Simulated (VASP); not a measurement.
# TmSb2Cl2 (P-3m1) in VASP: a series of runs, part 2 of 3

VASP 6.6.1. The steps go on from the part before.

## (3) Relaxation of cell and atoms, PBE

This run uses another cell than the first one, of 31.99 Å³/atom.

INCAR

```
SYSTEM = TmSb2Cl2
ALGO     = Normal         ! electronic algorithm
EDIFF    = 1E-7           ! SCF threshold, eV
EDIFFG   = -0.04          ! ionic threshold
ENCUT    = 500            ! plane-wave cutoff, eV
GGA      = PE             ! functional
GGA_COMPAT= .False.      
IBRION   = 2              ! ionic algorithm
ISIF     = 3              ! what is computed and relaxed
ISMEAR   = 0              ! smearing method
LASPH    = .True.         ! aspherical terms in the spheres
LCHARG   = .False.        ! write CHGCAR
LMAXMIX  = 6              ! l up to which the mixer works
LREAL    = .False.        ! projectors in reciprocal space
LWAVE    = .False.        ! write WAVECAR
NELM     = 200            ! most SCF steps
NELMIN   = 4            
NSW      = 90             ! ionic steps
PREC     = Accurate       ! precision mode
SIGMA    = 0.1            ! smearing width, eV
```

KPOINTS

```
k-points
0
Gamma
  6 6 2
  0 0 0
```

POSCAR

```
TmSb2Cl2
1.0
    4.0965981500      0.0000000000      0.0000000000
   -2.0482990800      3.5477580700      0.0000000000
    0.0000000000      0.0000000000     11.0067386200
Tm Sb Cl
1 2 2
Direct
    0.0000000000      0.0000000000      0.5000000000
    0.6666666700      0.3333333300      0.6607440100
    0.3333333300      0.6666666700      0.3392559900
    0.6666666700      0.3333333300      0.2154780000
    0.3333333300      0.6666666700      0.7845220000
```

Potentials or basis: VASP PAW PBE potentials, release 64 (Tm_3, Sb, Cl), 4f in core.

Command:

```
$ cat potpaw_PBE.64/Tm_3/POTCAR potpaw_PBE.64/Sb/POTCAR potpaw_PBE.64/Cl/POTCAR > POTCAR
$ mpirun -np 1 vasp_std > vasp.out
```

OUTCAR:

```text
SYSTEM = TmSb2Cl2
   EDIFF = 1E-7
   EDIFFG = -0.04
   ENCUT = 500
   GGA = PE
   IBRION = 2
   ISIF = 3
   ISMEAR = 0
   LASPH = .True.
   LREAL = .False.
   NELM = 200
   NELMIN = 4
   NSW = 90
   PREC = Accurate

 ion  position               nearest neighbor table
   1  0.000  0.000  0.500-   2 2.95   3 2.95   2 2.95   3 2.95   2 2.95   3 2.95
   2  0.667  0.333  0.661-   5 2.73   5 2.73   5 2.73   1 2.95   1 2.95   1 2.95
   3  0.333  0.667  0.339-   4 2.73   4 2.73   4 2.73   1 2.95   1 2.95   1 2.95
   4  0.667  0.333  0.215-   3 2.73   3 2.73   3 2.73
   5  0.333  0.667  0.785-   2 2.73   2 2.73   2 2.73

  LATTYP: Found a hexagonal cell.
 ALAT       =     4.0965981500
 C/A-ratio  =     2.6867996852

  Lattice vectors:

 A1 = (   4.0965981500,   0.0000000000,   0.0000000000)
 A2 = (  -2.0482990800,   3.5477580700,   0.0000000000)
 A3 = (   0.0000000000,   0.0000000000,  11.0067386200)

Analysis of symmetry for initial positions (statically):
=====================================================================
 Subroutine PRICEL returns:
 Original cell was already a primitive cell.

 Routine SETGRP: Setting up the symmetry group for a
 hexagonal supercell.

 Subroutine GETGRP returns: Found 12 space group operations
 (whereof 12 operations were pure point group operations)
 out of a pool of 24 trial point group operations.

The static configuration has the point symmetry D_3d.

Analysis of symmetry for dynamics (positions and initial velocities):
=====================================================================
 Subroutine PRICEL returns:
 Original cell was already a primitive cell.

 Routine SETGRP: Setting up the symmetry group for a
 hexagonal supercell.

 Subroutine GETGRP returns: Found 12 space group operations
 (whereof 12 operations were pure point group operations)
 out of a pool of 24 trial point group operations.

The dynamic configuration has the point symmetry D_3d.

 Subroutine INISYM returns: Found 12 space group operations
 (whereof 12 operations are pure point group operations),
 and found     1 'primitive' translations

----------------------------------------------------------------------------------------

                                     Primitive cell

  volume of cell :     159.9691

  direct lattice vectors                    reciprocal lattice vectors
     4.096598150  0.000000000  0.000000000     0.244104978  0.140934075  0.000000000
    -2.048299080  3.547758070  0.000000000     0.000000000  0.281868149  0.000000000
     0.000000000  0.000000000 11.006738620     0.000000000  0.000000000  0.090853434

  length of vectors
     4.096598150  4.096598155 11.006738620     0.281868149  0.281868149  0.090853434

  position of ions in fractional coordinates (direct lattice)
     0.000000000  0.000000000  0.500000000
     0.666666670  0.333333330  0.660744010
     0.333333330  0.666666670  0.339255990
     0.666666670  0.333333330  0.215478000
     0.333333330  0.666666670  0.784522000

  ion indices of the primitive-cell ions
   primitive index   ion index
                 1           1
                 2           2
                 3           3
[... 47 lines left out ...]
   total plane-waves  NPLWV =  72000
   dimension x,y,z NGX =    30 NGY =   30 NGZ =   80
   dimension x,y,z NGXF=    60 NGYF=   60 NGZF=  160
   ions per type =               1   2   2
   NGX,Y,Z   is equivalent  to a cutoff of  12.17, 12.17, 12.08 a.u.
   NGXF,Y,Z  is equivalent  to a cutoff of  24.35, 24.35, 24.17 a.u.
 SYSTEM =  TmSb2Cl2
   PREC   = accura    normal or accurate (medium, high low for compatibility)
   ISTART =      0    job   : 0-new  1-cont  2-samecut
   ICHARG =      2    charge: 1-file 2-atom 10-const
   ISPIN  =      1    spin polarized calculation?
   LNONCOLLINEAR =      F non collinear calculations
   LSORBIT =      F    spin-orbit coupling
   LASPH  =      T    aspherical Exc in radial PAW
   ENCUT  =  500.0 eV  36.75 Ry    6.06 a.u.   7.47  7.47 20.07*2*pi/ulx,y,z
   NELM   =    200;   NELMIN=  4; NELMDL= -5     # of ELM steps
   EDIFF  = 0.1E-06   stopping-criterion for ELM
   LREAL  =      F    real-space projection
   EDIFFG = -.4E-01   stopping-criterion for IOM
   NSW    =     90    number of steps for IOM
   IBRION =      2    ionic relax: 0-MD 1-quasi-New 2-CG
   NFREE  =      1    steps in history (QN), initial steepest desc. (CG)
   ISIF   =      3    stress and relaxation
   ISYM   =      2    0-nonsym 1-usesym 2-fastsym
   POTIM  = 0.5000    time-step for ionic-motion
   TEBEG  =    0.0;   TEEND  =   0.0 temperature during run
   PSTRESS=    0.0 pullay stress
   NELECT =      33.0000    total number of electrons
   NUPDOWN=      -1.0000    fix difference up-down
   EMIN   =  10.00;   EMAX   =-10.00  energy-range for DOS
   EFERMI =   0.00;   METHOD = LEGACY
   ISMEAR =     0;   SIGMA  =   0.10  broadening in eV -4-tet -1-fermi 0-gaus
   EFERMI_NEDOS =   21; number of points for ismear=-14 and -15
   IALGO  =     38    algorithm
   IMIX   =      4    mixing-type and parameters
     AMIX     =   0.40;   BMIX     =  1.00
     AMIX_MAG =   1.60;   BMIX_MAG =  1.00
  volume/ion in A,a.u.               =      31.99       215.90
  Fermi-wavevector in a.u.,A,eV,Ry     =   0.967314  1.827958 12.730922  0.935696
  Thomas-Fermi vector in A             =   2.097189
   LORBIT       =      0    0 simple, 1 ext, 2 COOP (PROOUT), +10 PAW based schemes
   GGA     = PE    functional components
   LHFCALC =     F    Hartree Fock is set to
   AEXX    =    0.0000 exact exchange contribution
   IVDW    =     0    specifies the selected vdW correction
   LEPSILON=     F    determine dielectric tensor
   LRPA    =     F    only Hartree local field effects (RPA)
 conjugate gradient relaxation of ions
 non-spin polarized calculation
 Gauss-broadening in eV      SIGMA  =   0.10
  energy-cutoff  :      500.00
  volume of cell :      159.97
 maximum number of plane-waves:      4085
 NGX is ok and might be reduce to    30
   NGX = 15   NGY = 15   NGZ = 41

--------------------------------------- Ionic step        1  -------------------------------------------

 number of electron      33.0000002 magnetization

 Free energy of the ion-electron system (eV)
  ---------------------------------------------------
  ext. energy  EPLUGINS =         0.00000000
  ---------------------------------------------------
  free energy    TOTEN  =       -15.48350510 eV

  energy without entropy =      -15.46277595  energy(sigma->0) =      -15.47314053

------------------------ aborting loop because EDIFF is reached ----------------------------------------

  FORCE on cell =-STRESS in cart. coord.  units (eV):
  Direction    XX          YY          ZZ          XY          YZ          ZX
  --------------------------------------------------------------------------------------
  -------------------------------------------------------------------------------------
  Total        9.9479763      9.9479763      7.2850765     -0.0000000      0.0000000     -0.0000000
  in kB       99.6344003     99.6344005     72.9640081     -0.0000001      0.0000000     -0.0000000
  external PRESSURE =      90.7442696 kB  Pullay stress =       0.0000000 kB
[... 98 lines left out ...]
  FREE ENERGIE OF THE ION-ELECTRON SYSTEM (eV)
  ---------------------------------------------------
  free  energy   TOTEN  =       -16.5189653486 eV

  energy  without entropy=      -16.4864857489  energy(sigma->0) =      -16.50272555

 E-fermi :   5.6838     XC(G=0):  -9.2221

 val. band max:        5.6534573168   @ k =   0.3333   0.0000   0.0000
 cond. band min:       5.8254698972   @ k =   0.1667   0.1667   0.0000
 fundamental gap:      0.1720125805
 Fermi energy:         5.6837757270

 k-point     1 :       0.0000    0.0000    0.0000
  band No.  band energies     occupation
      1     -21.0098      2.00000
      2     -20.6109      2.00000
      3     -20.6109      2.00000
      4     -13.6233      2.00000
      5     -13.0310      2.00000
      6      -4.3070      2.00000
[... 311 lines left out ...]
     19       7.3304      0.00000
     20       7.4280      0.00000

[... ionic steps 4 to 30 ...]

--------------------------------------- Ionic step       31  -------------------------------------------

 number of electron      33.0000021 magnetization

------------------------ aborting loop because EDIFF is reached ----------------------------------------
[... 73 lines left out ...]
--------------------------------------- Ionic step       33  -------------------------------------------

 number of electron      33.0000016 magnetization

 Free energy of the ion-electron system (eV)
  ---------------------------------------------------
  ext. energy  EPLUGINS =         0.00000000
  ---------------------------------------------------
  free energy    TOTEN  =       -18.50054303 eV

  energy without entropy =      -18.48771023  energy(sigma->0) =      -18.49412663

 E-fermi :   3.2715     XC(G=0):  -8.0017

 val. band max:        3.2504577592   @ k =   0.1667   0.1667   0.0000
 cond. band min:       3.3367260884   @ k =   0.0000   0.0000   0.5000
 fundamental gap:      0.0862683292
 Fermi energy:         3.2714632866

 k-point     1 :       0.0000    0.0000    0.0000
  band No.  band energies     occupation
      1     -23.7909      2.00000
      2     -23.2574      2.00000
      3     -23.2574      2.00000
      4     -12.6917      2.00000
      5     -12.4418      2.00000
      6      -7.1817      2.00000
[... 343 lines left out ...]
  FREE ENERGIE OF THE ION-ELECTRON SYSTEM (eV)
  ---------------------------------------------------
  free  energy   TOTEN  =       -18.5005430340 eV

  energy  without entropy=      -18.4877102343  energy(sigma->0) =      -18.49412663

 reached required accuracy - stopping structural energy minimisation
```

Wall time 11 min (1 thread of Intel Xeon 6975P-C (Granite Rapids), shared host); peak memory 0.3 GiB.

Results:

| Item | Value |
| --- | --- |
| Free energy | -18.5005 eV |
| Relaxed volume | 34.32 Å³/atom |
| Relaxed cell | a = 5.474 Å, b = 5.474 Å, c = 6.614 Å, α = 90.00°, β = 90.00°, γ = 120.00° |
| Space group after relaxing (to 0.1 Å) | P-3m1 (No. 164) |
| Pressure after relaxing | 0.1 GPa |
| Largest force after relaxing | 0.036 eV/Å |
| Band gap on the k mesh | zero (an odd number of electrons rules out a gap without spin polarisation) |

Forces in eV/Å, atoms in the order of the input:
```
Tm   0.000  0.000  0.000
Sb   0.000  0.000 -0.013
Sb   0.000  0.000  0.013
Cl   0.000  0.000  0.036
Cl   0.000  0.000 -0.036
```

Stress tensor (GPa, compression positive):
```
0.02 0.00 0.00
0.00 0.02 0.00
0.00 0.00 0.11
```

Final structure:
```
Tm Sb Cl
1.0
     5.47374    0.00000    0.00000
    -2.73687    4.74040    0.00000
     0.00000    0.00000    6.61388
Tm Sb Cl
1 2 2
Direct
  0.00000 0.00000 0.50000
  0.66667 0.33333 0.56677
  0.33333 0.66667 0.43323
  0.66667 0.33333 0.18286
  0.33333 0.66667 0.81714
```

Caveat: a cell axis changed by over 15 % at a fixed basis, so the end point is rough; spin-orbit coupling is left out, which moves the levels of the heavy elements; the 4f electrons are frozen in the core, so they carry no moment and show no levels; an odd number of electrons without spin polarisation forces a metal; a magnetic or distorted state may lie lower; the run has no spin polarisation, though such a crystal can be magnetic.

## (4) Single point, PBE

This run uses another cell than the first one, of 36.21 Å³/atom.

INCAR

```
SYSTEM = TmSb2Cl2
ALGO     = Normal         ! electronic algorithm
EDIFF    = 1E-6           ! SCF threshold, eV
ENCUT    = 500            ! plane-wave cutoff, eV
GGA      = PE             ! functional
GGA_COMPAT= .FALSE.      
ISIF     = 2              ! what is computed and relaxed
ISMEAR   = 0              ! smearing method
LASPH    = .TRUE.         ! aspherical terms in the spheres
LCHARG   = .FALSE.        ! write CHGCAR
LMAXMIX  = 6              ! l up to which the mixer works
LREAL    = .FALSE.        ! projectors in reciprocal space
LWAVE    = .FALSE.        ! write WAVECAR
NBANDS   = 24             ! bands
NELM     = 200            ! most SCF steps
PREC     = Accurate       ! precision mode
SIGMA    = 0.1            ! smearing width, eV
```

KPOINTS

```
k-points
0
G
  12 12 4
  0 0 0
```

POSCAR

```
TmSb2Cl2
1.0
    5.4742924156      0.0000000000      0.0000000000
   -2.7371462078      4.7408762997      0.0000000000
    0.0000000000      0.0000000000      6.9758504665
Tm Sb Cl
1 2 2
Direct
    0.0000000000      0.0000000000      0.5000000000
    0.6666666667      0.3333333333      0.5618162842
    0.3333333333      0.6666666667      0.4381837158
    0.6666666667      0.3333333333      0.1986100109
    0.3333333333      0.6666666667      0.8013899891
```

Potentials or basis: VASP PAW PBE potentials, release 64 (Tm_3, Sb, Cl), 4f in core.

Command:

```
$ cat potpaw_PBE.64/Tm_3/POTCAR potpaw_PBE.64/Sb/POTCAR potpaw_PBE.64/Cl/POTCAR > POTCAR
$ mpirun -np 1 vasp_std > vasp.out
```

OUTCAR:

```text
SYSTEM = TmSb2Cl2
   EDIFF = 1E-6
   ENCUT = 500
   GGA = PE
   ISIF = 2
   ISMEAR = 0
   LASPH = .TRUE.
   LREAL = .FALSE.
   NELM = 200
   PREC = Accurate

 ion  position               nearest neighbor table
   1  0.000  0.000  0.500-   2 3.19   3 3.19   2 3.19   3 3.19   2 3.19   3 3.19
   2  0.667  0.333  0.562-   4 2.53   1 3.19   1 3.19   1 3.19   3 3.28   3 3.28   3 3.28
   3  0.333  0.667  0.438-   5 2.53   1 3.19   1 3.19   1 3.19   2 3.28   2 3.28   2 3.28
   4  0.667  0.333  0.199-   2 2.53
   5  0.333  0.667  0.801-   3 2.53

[... 852 lines left out ...]
  -------------------------------------------------------------------------------------
  Total        0.2142736      0.2142736     -0.1244529     -0.0000000      0.0000000      0.0000000
  in kB        1.8962498      1.8962498     -1.1013662     -0.0000000      0.0000000      0.0000000
  external PRESSURE =       0.8970445 kB  Pullay stress =       0.0000000 kB

 VOLUME and BASIS-vectors are now :
 -----------------------------------------------------------------------------
  energy-cutoff  :      500.00
  volume of cell :      181.04
      direct lattice vectors                 reciprocal lattice vectors
     5.474292416  0.000000000  0.000000000     0.182672010  0.105465734  0.000000000
    -2.737146208  4.740876300  0.000000000     0.000000000  0.210931469  0.000000000
     0.000000000  0.000000000  6.975850466     0.000000000  0.000000000  0.143351697

 POSITION                                       TOTAL-FORCE (eV/Angst)
 -----------------------------------------------------------------------------------
      0.00000      0.00000      3.48793        -0.000000     -0.000000      0.000000
      2.73715      1.58029      3.91915         0.000000      0.000000     -0.000558
     -0.00000      3.16058      3.05670        -0.000000      0.000000      0.000558
      2.73715      1.58029      1.38547         0.000000     -0.000000      0.027094
     -0.00000      3.16058      5.59038        -0.000000      0.000000     -0.027094
 -----------------------------------------------------------------------------------
    total drift:                               -0.000000      0.000000     -0.000000

  FREE ENERGIE OF THE ION-ELECTRON SYSTEM (eV)
  ---------------------------------------------------
  free  energy   TOTEN  =       -18.5157768948 eV

  energy  without entropy=      -18.5042521606  energy(sigma->0) =      -18.51001453
```

OSZICAR:

```text
N       E                     dE             d eps       ncg     rms          rms(c)
DAV:   1     0.251921713925E+03    0.25192E+03   -0.11967E+04  3312   0.109E+03
DAV:   2     0.164085646896E+02   -0.23551E+03   -0.22319E+03  4400   0.302E+02
DAV:   3    -0.173187206915E+02   -0.33727E+02   -0.32338E+02  4664   0.887E+01
DAV:   4    -0.192343506429E+02   -0.19156E+01   -0.19080E+01  4728   0.269E+01
DAV:   5    -0.192755514579E+02   -0.41201E-01   -0.41173E-01  4616   0.374E+00    0.184E+01
DAV:   6    -0.186488942941E+02    0.62666E+00   -0.76746E-01  5040   0.475E+00    0.114E+01
DAV:   7    -0.185152968447E+02    0.13360E+00   -0.57644E-01  5168   0.397E+00    0.139E+00
DAV:   8    -0.185095950709E+02    0.57018E-02   -0.63257E-02  4704   0.157E+00    0.379E-01
DAV:   9    -0.185134616184E+02   -0.38665E-02   -0.89970E-03  3680   0.544E-01    0.181E-01
DAV:  10    -0.185146101941E+02   -0.11486E-02   -0.76875E-04  4864   0.168E-01    0.586E-02
DAV:  11    -0.185155478242E+02   -0.93763E-03   -0.46245E-04  3584   0.112E-01    0.307E-02
DAV:  12    -0.185157552302E+02   -0.20741E-03   -0.19718E-04  4144   0.698E-02    0.171E-02
DAV:  13    -0.185157745071E+02   -0.19277E-04   -0.17419E-05  4184   0.254E-02    0.661E-03
DAV:  14    -0.185157764035E+02   -0.18964E-05   -0.15548E-06  3656   0.768E-03    0.362E-03
DAV:  15    -0.185157768948E+02   -0.49133E-06   -0.34116E-07  2824   0.437E-03
   1 F= -.18515777E+02 E0= -.18510015E+02  d E =-.115247E-01
```

Run time: 2.5 min. Hardware: 1 thread of Intel Xeon 6975P-C (Granite Rapids), shared host; peak memory 0.47 GiB.

Results:

| Item | Value |
| --- | --- |
| Free energy | -18.5158 eV |
| Pressure | 0.1 GPa |
| Largest force | 0.027 eV/Å |
| Band gap on the k mesh | zero (an odd number of electrons rules out a gap without spin polarisation) |

Forces in eV/Å, atoms in the order of the input:
```
Tm   0.000  0.000  0.000
Sb   0.000  0.000 -0.001
Sb   0.000  0.000  0.001
Cl   0.000  0.000  0.027
Cl   0.000  0.000 -0.027
```

Caveat: spin-orbit coupling is left out, which moves the levels of the heavy elements; the 4f electrons are frozen in the core, so they carry no moment and show no levels; an odd number of electrons without spin polarisation forces a metal; a magnetic or distorted state may lie lower; the run has no spin polarisation, though such a crystal can be magnetic.

(Continued in part 3 of 3.)

The gap in the log of VASP goes by the Fermi energy; the results here count the filled bands.